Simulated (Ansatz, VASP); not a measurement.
## One calculation of Si3C2, two programs

```
Si C
1.0
     4.01405    0.00000    0.00000
     0.00000    4.01405    0.00000
     0.00000    0.00000    4.01405
Si C
3 2
Cartesian
  0.0000 2.0070 2.0070
  2.0070 0.0000 2.0070
  2.0070 2.0070 0.0000
  2.0070 2.0070 2.0070
  0.0000 0.0000 0.0000
```

Alike in both runs: functional PBE; k mesh 4 × 4 × 4; occupations gaussian, width 0.1 eV; no spin polarisation.

Ansatz relaxed the structure, and its values are those at the end. VASP's run is a single point on that final structure, the one shown.

|  | VASP | Ansatz |
| --- | --- | --- |
| version | VASP 6.6.1 | Ansatz 0.2.0 |
| potentials or method | VASP PAW PBE potentials, release 64 (Si, C), cutoff 520 eV | scalar-relativistic, plane waves, PAW |
| valence electrons in the cell | 20 | 20 |

Ansatz gave:

- gap on the k mesh at the Fermi level (eV): none
- pressure (GPa): -0.2

Task: What did VASP give for the same quantities?

Result: gap on the k mesh at the Fermi level (eV): none; pressure (GPa): -0.1.

A gap of «none» marks a metal or a gap that the smearing closes.

The k mesh is coarse, so the values compare programs but aren't converged.
